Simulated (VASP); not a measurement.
# Ni: single point with PBE

The system is Ni.

```
Ni
1.0
    -1.34183    1.34183    1.34183
     1.34183   -1.34183    1.34183
     1.34183    1.34183   -1.34183
Ni
1
Direct
  0.00000 0.00000 0.00000
```

This isn't the form of Ni at room conditions, which is fcc.

```yaml
Program: VASP 6.6.1
Task: single point
Functional: PBE
Potentials_or_basis: VASP PAW PBE potentials, release 64 (Ni)
Cutoff: 520 eV
k_mesh: 22 × 22 × 22
Occupations: gaussian, width 0.1 eV
Spin: collinear spin, ferromagnetic start
Starting_moments: "[0.64] μB"
```

- Pressure: 33.0 GPa
- Net moment: 0.43 μB per cell
- Site moments: Ni +0.43 μB
- Valence electrons inside the program's atomic spheres: Ni 9.55

Levels at points of the mesh, in eV from the Fermi level:
Spin up:
```
           k point  band 1  band 2  band 3  band 4  band 5  band 6  band 7  band 8  band 9  band 10
(0.00, 0.00, 0.00)   -9.70   -2.52   -2.52   -2.52   -0.87   -0.87   27.72   27.72   27.72    33.49
(0.50, 0.00, 0.00)   -5.24   -3.62   -0.94   -0.67    0.15    0.17    7.52   20.21   21.93    25.67
(0.50, 0.50, 0.50)   -4.84   -4.84   -0.10   -0.10   -0.10   10.59   10.59   10.59   16.94    16.94
```
Spin down:
| k point | band 2 | band 3 | band 4 | band 5 | band 6 | band 7 | band 8 | band 9 |
| --- | --- | --- | --- | --- | --- | --- | --- | --- |
| (0.00, 0.00, 0.00) | -1.98 | -1.98 | -1.98 | -0.51 | -0.51 | 27.65 | 27.65 | 27.65 |
| (0.50, 0.00, 0.00) | -3.14 | -0.52 | -0.30 | 0.14 | 0.78 | 7.80 | 20.17 | 22.02 |
| (0.50, 0.50, 0.50) | -4.61 | 0.51 | 0.51 | 0.51 | 10.63 | 10.63 | 10.63 | 17.03 |

Run time: 56 s on 1 thread of Intel(R) Xeon(R) 6975P-C (Granite Rapids), on a shared host, peak memory 0.18 GiB.

Caveat: the cell stands under pressure.
